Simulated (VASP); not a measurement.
Set up this calculation in VASP 6.6.1, as the native input.

| Property | Result |
| --- | --- |
| Task | single point |
| Functional | r2SCAN |
| Potentials or basis | VASP PAW PBE potentials, release 64 (Cu) |
| Cutoff | 520 eV |
| k mesh | 20 × 20 × 12 |
| Occupations | gaussian, width 0.15 eV |
| Spin | no spin polarisation |
| Dipole correction | no |
| Further INCAR settings | ALGO = Normal; EDIFF = 1e-07; NBANDS = 18 |

Cu:

```
Cu
1.0
     1.44279   -1.44279   -1.37608
     1.44279    1.44279   -1.37608
     2.88559    0.00000    2.75216
Cu
2
Direct
  0.00000 0.00000 0.00000
  0.50000 0.50000 0.50000
```

The input as run:

POSCAR

```
Cu
1.0
    1.4427933200     -1.4427933200     -1.3760814500
    1.4427933200      1.4427933200     -1.3760814500
    2.8855866400      0.0000000000      2.7521629000
Cu
2
Direct
    0.0000000000      0.0000000000      0.0000000000
    0.5000000000      0.5000000000      0.5000000000
```

INCAR.step1

```
SYSTEM = Cu
PREC     = Accurate       ! precision mode
ENCUT    = 520            ! plane-wave cutoff, eV
ISMEAR   = 0              ! smearing method
SIGMA    = 0.15           ! smearing width, eV
LREAL    = .FALSE.        ! projectors in reciprocal space
LASPH    = .TRUE.         ! aspherical terms in the spheres
NELM     = 60             ! most SCF steps
NBANDS   = 18             ! bands
GGA      = PE             ! functional
ALGO     = Normal         ! electronic algorithm
EDIFF    = 1E-4           ! SCF threshold, eV
LWAVE    = .TRUE.         ! write WAVECAR
LCHARG   = .FALSE.        ! write CHGCAR
```

INCAR.step2

```
SYSTEM = Cu
PREC     = Accurate       ! precision mode
ENCUT    = 520            ! plane-wave cutoff, eV
EDIFF    = 1E-7           ! SCF threshold, eV
ISMEAR   = 0              ! smearing method
SIGMA    = 0.15           ! smearing width, eV
LREAL    = .FALSE.        ! projectors in reciprocal space
LASPH    = .TRUE.         ! aspherical terms in the spheres
NELM     = 60             ! most SCF steps
ALGO     = Normal         ! electronic algorithm
ISIF     = 2              ! what is computed and relaxed
LWAVE    = .FALSE.        ! write WAVECAR
LCHARG   = .FALSE.        ! write CHGCAR
METAGGA  = R2SCAN         ! meta-GGA
LMIXTAU  = .TRUE.       
NBANDS   = 18             ! bands
ISTART   = 1
```

KPOINTS

```
Automatic mesh
0
G
  20 20 12
  0 0 0
```

Potentials or basis: VASP PAW PBE potentials, release 64 (Cu).

Command:

```console
$ cat potpaw_PBE.64/Cu/POTCAR > POTCAR
$ cp INCAR.step1 INCAR
$ mpirun -np 1 vasp_std > vasp.out
$ cp INCAR.step2 INCAR
$ mpirun -np 1 vasp_std > vasp.out
```

Results of the run:

- Pressure: 1.0 GPa
- Band gap on the k mesh: zero (bands 11 and 12 overlap by 6.96 eV)

Caveat: the PAW data sets were made with another functional, which shifts forces and pressure a little.

It took 9.8 min on 1 thread of Intel(R) Xeon(R) 6975P-C (Granite Rapids), with other jobs on the host, peak memory 0.49 GiB.
